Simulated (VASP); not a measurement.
Wanted: the native input for a VASP 6.6.1 run.

```
Task                   : single point
Functional             : PBEsol
Potentials or basis    : VASP PAW PBE potentials, release 64 (Sn_d)
Cutoff                 : 520 eV
k mesh                 : 12 × 12 × 12
Occupations            : gaussian, width 0.1 eV
Spin                   : no spin polarisation
Dipole correction      : no
Further INCAR settings : ALGO = Normal; EDIFF = 1e-06; NBANDS = 21
```

The structure of Sn lies in POSCAR:

```
Sn
1.0
    0.0000000000      3.2707792869      3.2707792869
    3.2707792869      0.0000000000      3.2707792869
    3.2707792869      3.2707792869      0.0000000000
Sn
2
Direct
    0.5000000000      0.5000000000      0.5000000000
    0.7500000000      0.7500000000      0.7500000000
```

These files were run (other wordings do the same):

INCAR

```
PREC = Accurate ; ENCUT = 520
EDIFF = 1E-6 ; ISMEAR = 0
SIGMA = 0.1 ; LREAL = F
LASPH = T ; NELM = 60
ALGO = Normal ; ISIF = 2
LWAVE = F ; LCHARG = T
GGA = PS ; LELF = T
LVHAR = T ; NBANDS = 21
```

KPOINTS

```
regular mesh
0
Gamma
  12 12 12
```

Potentials or basis: VASP PAW PBE potentials, release 64 (Sn_d).

The run is started by

```bash
$ cat potpaw_PBE.64/Sn_d/POTCAR > POTCAR
$ mpirun -np 1 vasp_std > vasp.out
```

It gave:

```json
{"Pressure": "-0.1 GPa", "Band gap on the k mesh": "zero (band 14 reaches 5.32 eV, above the bottom of band 15 at 5.13 eV)"}
```

Caveat: the PAW data sets were made with another functional, which shifts forces and pressure a little; spin-orbit coupling is left out, which moves the levels of the heavy elements.

Wall time 63 s on 1 thread of Intel(R) Xeon(R) Platinum 8488C (Sapphire Rapids) (shared host), peak memory 0.24 GiB.
